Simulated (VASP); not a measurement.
# ScAl3N4 (sol) (Cm) in VASP: notebook

Runs on ScAl3N4 (sol). Level: PBEsol. Tasks: single point.

Program: VASP 6.6.1. These are calculated values, not measurements. Logs are shortened: lines on timing, memory, paths and dates and some standing lists are left out, and cuts for length are marked.

## (1) The cell of the first run

The structure is monoclinic, space group Cm (No. 8). Conventional cell: a = 11.529 Å, b = 3.209 Å, c = 5.604 Å, α = 90.00°, β = 119.04°, γ = 90.00°. Sc (site symmetry m) has 4 N at 1.97 to 2.14 Å within 2.6 Å. Al (site symmetry m) has 4 N at 1.85 to 2.04 Å within 2.5 Å. Within 2.5 Å of Al (site symmetry m) lie 4 N at 1.91 to 1.98 Å. Al (site symmetry m) has 4 N at 1.90 to 2.00 Å within 2.5 Å. Within 2.5 Å of N (site symmetry m) lie 3 Al at 1.90 to 1.91 Å and 1 Sc at 2.14 Å. N (site symmetry m) has 4 Al at 1.93 to 2.04 Å within 2.6 Å. Within 2.5 Å of N (site symmetry m) lie 2 Al at 1.85 to 1.98 Å and 2 Sc at 1.97 Å. Within 2.5 Å of N (site symmetry m) lie 3 Al at 1.88 to 2.00 Å and 1 Sc at 2.02 Å.

## (2) Single point, PBEsol

INCAR

```
SYSTEM = ScAl3N4
PREC = Accurate
ENCUT = 520
EDIFF = 1E-7
ISMEAR = 0
SIGMA = 0.01
LREAL = .FALSE.
LASPH = .TRUE.
NELM = 60
ALGO = Normal
ISIF = 2
LWAVE = .FALSE.
LCHARG = .FALSE.
GGA = PS
NBANDS = 30
```

KPOINTS

```
Automatic mesh
0
G
  8 6 8
  0 0 0
```

POSCAR

```
ScAl3N4
1.0
   -3.2086112703      0.0000000000      0.0000000000
    0.0000000000      5.6037654075     -0.0022277261
    1.6043056351     -2.7998636570     -5.0387091941
Sc Al N
1 3 4
Direct
    0.0094648113      0.3403056758      0.0189296226
    0.5043906110      0.8403685932      0.0087812220
    0.7576609323      0.4213299044      0.5153218645
    0.2511518487      0.9213994632      0.5023036974
    0.7972953431      0.1282788774      0.5945906862
    0.3016227368      0.6380689969      0.6032454737
    0.5616918400      0.2106436378      0.1233836801
    0.0527218767      0.7356048512      0.1054437535
```

Potentials or basis: VASP PAW PBE potentials, release 64 (Sc_sv, Al, N).

Run with:

```console
cat potpaw_PBE.64/Sc_sv/POTCAR potpaw_PBE.64/Al/POTCAR potpaw_PBE.64/N/POTCAR > POTCAR
mpirun -np 1 vasp_std > vasp.out
```

OUTCAR:

```text
SYSTEM = ScAl3N4
   PREC = Accurate
   ENCUT = 520
   EDIFF = 1E-7
   ISMEAR = 0
   LREAL = .FALSE.
   LASPH = .TRUE.
   NELM = 60
   ISIF = 2
   GGA = PS

 ion  position               nearest neighbor table
   1  0.009  0.340  0.019-   7 1.97   7 1.97   8 2.02   5 2.14   4 3.09   3 3.12   3 3.12   3 3.15
                             4 3.19   4 3.19   2 3.20   2 3.20   2 3.25   2 3.25
   2  0.504  0.840  0.009-   7 1.85   8 1.88   8 1.88   6 2.04   4 3.10   4 3.10   3 3.11   3 3.11
                             3 3.15   4 3.16   1 3.20   1 3.20   1 3.25   1 3.25
   3  0.758  0.421  0.515-   5 1.91   6 1.93   6 1.93   7 1.98   2 3.11   2 3.11   1 3.12   1 3.12
                             2 3.15   1 3.15   4 3.20   4 3.20   4 3.26   4 3.26
   4  0.251  0.921  0.502-   5 1.90   5 1.90   6 1.94   8 2.00   1 3.09   2 3.10   2 3.10   2 3.16
                             1 3.19   1 3.19   3 3.20   3 3.20   3 3.26   3 3.26
   5  0.797  0.128  0.595-   4 1.90   4 1.90   3 1.91   1 2.14
   6  0.302  0.638  0.603-   3 1.93   3 1.93   4 1.94   2 2.04
   7  0.562  0.211  0.123-   2 1.85   1 1.97   1 1.97   3 1.98
   8  0.053  0.736  0.105-   2 1.88   2 1.88   4 2.00   1 2.02

  LATTYP: Found a base centered monoclinic cell.
 ALAT       =    11.5287166399
 B/A-ratio  =     0.2783146963
 C/A-ratio  =     0.4860702215
 COS(beta)  =    -0.4853723845

  Lattice vectors:

 A1 = (   1.6043056351,  -2.7998636570,  -5.0387091941)
 A2 = (  -1.6043056352,  -2.7998636570,  -5.0387091941)
 A3 = (   0.0000000000,   5.6037654075,  -0.0022277261)

Analysis of symmetry for initial positions (statically):
=====================================================================
 Subroutine PRICEL returns:
 Original cell was already a primitive cell.

 Routine SETGRP: Setting up the symmetry group for a
 base centered monoclinic supercell.

 Subroutine GETGRP returns: Found  2 space group operations
 (whereof  2 operations were pure point group operations)
 out of a pool of  4 trial point group operations.

The static configuration has the point symmetry C_1h.

Analysis of symmetry for dynamics (positions and initial velocities):
=====================================================================
 Subroutine PRICEL returns:
 Original cell was already a primitive cell.

 Routine SETGRP: Setting up the symmetry group for a
 base centered monoclinic supercell.

 Subroutine GETGRP returns: Found  2 space group operations
 (whereof  2 operations were pure point group operations)
 out of a pool of  4 trial point group operations.

The dynamic configuration has the point symmetry C_1h.

 Subroutine INISYM returns: Found  2 space group operations
 (whereof  2 operations are pure point group operations),
 and found     1 'primitive' translations

[... 110 lines left out ...]
   IBRION =     -1    ionic relax: 0-MD 1-quasi-New 2-CG
   NFREE  =      0    steps in history (QN), initial steepest desc. (CG)
   ISIF   =      2    stress and relaxation
   ISYM   =      2    0-nonsym 1-usesym 2-fastsym
   POTIM  = 0.5000    time-step for ionic-motion
   TEBEG  =    0.0;   TEEND  =   0.0 temperature during run
   PSTRESS=    0.0 pullay stress
   NELECT =      40.0000    total number of electrons
   NUPDOWN=      -1.0000    fix difference up-down
   EMIN   =  10.00;   EMAX   =-10.00  energy-range for DOS
   EFERMI =   0.00;   METHOD = LEGACY
   ISMEAR =     0;   SIGMA  =   0.01  broadening in eV -4-tet -1-fermi 0-gaus
   EFERMI_NEDOS =   21; number of points for ismear=-14 and -15
   IALGO  =     38    algorithm
   IMIX   =      4    mixing-type and parameters
     AMIX     =   0.40;   BMIX     =  1.00
     AMIX_MAG =   1.60;   BMIX_MAG =  1.00
  volume/ion in A,a.u.               =      11.33        76.44
  Fermi-wavevector in a.u.,A,eV,Ry     =   1.246496  2.355535 21.140068  1.553751
  Thomas-Fermi vector in A             =   2.380670
   LORBIT       =      0    0 simple, 1 ext, 2 COOP (PROOUT), +10 PAW based schemes
   GGA     = PS    functional components
   LHFCALC =     F    Hartree Fock is set to
   AEXX    =    0.0000 exact exchange contribution
   IVDW    =     0    specifies the selected vdW correction
   LEPSILON=     F    determine dielectric tensor
   LRPA    =     F    only Hartree local field effects (RPA)
 non-spin polarized calculation
 Gauss-broadening in eV      SIGMA  =   0.01
  energy-cutoff  :      520.00
  volume of cell :       90.62
 maximum number of plane-waves:      2466
   NGX = 11   NGY = 21   NGZ = 23

 number of electron      39.9999999 magnetization

 Free energy of the ion-electron system (eV)
  ---------------------------------------------------
  ext. energy  EPLUGINS =         0.00000000
  ---------------------------------------------------
  free energy    TOTEN  =       -64.89959526 eV

  energy without entropy =      -64.89959526  energy(sigma->0) =      -64.89959526

 E-fermi :   5.2724     XC(G=0): -11.0291

 val. band max:        5.1394909945   @ k =   0.0000   0.0000   0.0000
 cond. band min:       8.6147230778   @ k =   0.0000   0.0000   0.0000
 fundamental gap:      3.4752320834
 Fermi energy:         5.2723992038

 k-point     1 :       0.0000    0.0000    0.0000
  band No.  band energies     occupation
      1     -41.2049      2.00000
      2     -20.1602      2.00000
      3     -20.1322      2.00000
      4     -19.9612      2.00000
      5      -9.3706      2.00000
      6      -7.5224      2.00000
[... 781 lines left out ...]
     29      13.4228      0.00000
     30      14.2788      0.00000

 [... further k-points ...]
[... 5 lines left out ...]
  --------------------------------------------------------------------------------------
  -------------------------------------------------------------------------------------
  Total        2.0918296      2.1350807     -3.4164885      0.0000000      0.0810132     -0.0000000
  in kB       36.9849135     37.7496228    -60.4057492      0.0000000      1.4323670     -0.0000000
  external PRESSURE =       4.7762624 kB  Pullay stress =       0.0000000 kB

 VOLUME and BASIS-vectors are now :
 -----------------------------------------------------------------------------
  energy-cutoff  :      520.00
  volume of cell :       90.62
      direct lattice vectors                 reciprocal lattice vectors
    -3.208611270  0.000000000  0.000000000    -0.311661313 -0.000039440 -0.099209848
     0.000000000  5.603765408 -0.002227726     0.000000000  0.178412027 -0.099138357
     1.604305635 -2.799863657 -5.038709194     0.000000000 -0.000078880 -0.198419696

 POSITION                                       TOTAL-FORCE (eV/Angst)
 -----------------------------------------------------------------------------------
     -0.00000      1.85399     -0.09614         0.000000      0.084462      0.699583
     -1.60431      4.68464     -0.04612         0.000000     -0.016274      0.542694
     -1.60431      0.91820     -2.59750         0.000000     -0.029660      0.800709
     -0.00000      3.75692     -2.53301         0.000000     -0.032713      0.786621
     -1.60431     -0.94593     -2.99626        -0.000000      0.044739     -0.447659
      0.00000      1.88658     -3.04100        -0.000000      0.021551     -0.525291
     -1.60431      0.83494     -0.62216        -0.000000     -0.548102     -1.074253
      0.00000      3.82693     -0.53294        -0.000000      0.475998     -0.782403
 -----------------------------------------------------------------------------------
    total drift:                               -0.000012      0.000228      0.000030

  FREE ENERGIE OF THE ION-ELECTRON SYSTEM (eV)
  ---------------------------------------------------
  free  energy   TOTEN  =       -64.8995952649 eV

  energy  without entropy=      -64.8995952649  energy(sigma->0) =      -64.89959526
```

It took 3.6 min on 1 thread of Intel Xeon Platinum 8559C (Emerald Rapids), shared host; peak memory 0.41 GiB.

Results:

- Free energy: -64.8996 eV
- Pressure: 0.5 GPa
- Largest force: 1.206 eV/Å
- Band gap on the k mesh: 3.48 eV, direct

Forces on the atoms (eV/Å):
```
Sc   0.000  0.084  0.700
Al   0.000 -0.016  0.543
Al   0.000 -0.030  0.801
Al   0.000 -0.033  0.787
N    0.000  0.045 -0.448
N    0.000  0.022 -0.525
N    0.000 -0.548 -1.074
N    0.000  0.476 -0.782
```

Stress tensor (GPa, compression positive):
```
 3.70  0.00  0.00
 0.00  3.77  0.14
 0.00  0.14 -6.04
```

Levels at points of the mesh, in eV from the valence-band top:
```
           k point  band 16  band 17  band 18  band 19  band 20  band 21  band 22  band 23  band 24  band 25
(0.00, 0.00, 0.00)    -0.89    -0.80    -0.73    -0.69     0.00     3.48     4.36     4.75     5.29     5.46
(0.50, 0.00, 0.00)    -1.90    -1.42    -1.01    -0.49    -0.36     4.25     4.47     5.05     5.75     6.12
(0.00, 0.50, 0.00)    -1.34    -1.00    -0.70    -0.46    -0.43     4.47     5.42     5.53     5.67     6.55
(0.50, 0.50, 0.00)    -1.69    -1.55    -1.16    -0.39    -0.03     4.10     4.40     4.85     5.16     6.10
(0.00, 0.00, 0.50)    -1.21    -1.01    -0.91    -0.74    -0.61     4.42     4.70     5.36     5.54     6.29
(0.00, 0.50, 0.50)    -1.32    -1.28    -0.88    -0.33    -0.15     4.68     5.27     5.48     5.60     6.22
```

Caveat: the PAW data sets were made with another functional, which shifts forces and pressure a little. A k mesh can miss the band edges.

[end of part 1 of 2]
